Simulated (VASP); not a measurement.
Wanted: the native input for a VASP 6.6.1 run.

```yaml
Task: single point
Functional: r2SCAN
Potentials_or_basis: VASP PAW PBE potentials, release 64 (Gd)
Cutoff: 520 eV
k_mesh: 8 × 8 × 8
Occupations: methfessel-paxton, width 0.1 eV
Spin: collinear spin, ferromagnetic start
Starting_moments: "[7.0] μB"
Dipole_correction: no
Further_INCAR_settings: ALGO = Normal; EDIFF = 1e-07; NBANDS = 19
```

Crystal: Gd.

```xyz
1
Lattice="-1.9731 1.9731 1.9731 1.9731 -1.9731 1.9731 1.9731 1.9731 -1.9731" Properties=species:S:1:pos:R:3 pbc="T T T"
Gd    0.0000    0.0000    0.0000
```

This isn't the form of Gd at room conditions, which is hcp.

These files were run (other wordings do the same):

POSCAR

```
Gd
1.0
   -1.9730538499      1.9730538499      1.9730538499
    1.9730538499     -1.9730538499      1.9730538499
    1.9730538499      1.9730538499     -1.9730538499
Gd
1
Direct
    0.0000000000      0.0000000000      0.0000000000
```

INCAR.step1

```
ALGO = Normal ; EDIFF = 1E-4
ENCUT = 520 ; GGA = PE
ISMEAR = 1 ; ISPIN = 2
LASPH = True ; LCHARG = False
LMAXMIX = 6 ; LREAL = False
LWAVE = True ; MAGMOM = 7
NBANDS = 19 ; NELM = 150
PREC = Accurate ; SIGMA = 0.1
```

INCAR.step2

```
ALGO = Normal ; EDIFF = 1E-7
ENCUT = 520 ; ISIF = 2
ISMEAR = 1 ; ISPIN = 2
ISTART = 1 ; LASPH = True
LCHARG = True ; LELF = True
LMAXMIX = 6 ; LMIXTAU = True
LORBIT = 11 ; LREAL = False
LVHAR = True ; LWAVE = False
MAGMOM = 7 ; METAGGA = R2SCAN
NBANDS = 19 ; NELM = 150
PREC = Accurate ; SIGMA = 0.1
```

KPOINTS

```
k-points
0
Gamma
  8 8 8
```

Potentials or basis: VASP PAW PBE potentials, release 64 (Gd).

Command:

```sh
$ cat potpaw_PBE.64/Gd/POTCAR > POTCAR
$ cp INCAR.step1 INCAR
$ mpirun -np 1 vasp_std > vasp.out
$ cp INCAR.step2 INCAR
$ mpirun -np 1 vasp_std > vasp.out
```

It gave:

```yaml
Pressure: 3.3 GPa
Net_moment: 7.88 μB per cell
Site_moments: Gd +7.09 μB
Valence_electrons_inside_the_program's_atomic_spheres: Gd 15.24
```

Caveat: the cell stands under pressure; the PAW data sets were made with another functional, which shifts forces and pressure a little.

Run time: 2.4 min on 1 thread of AMD EPYC 9R45 96-Core Processor (Zen 5), on a shared host, peak memory 0.18 GiB.
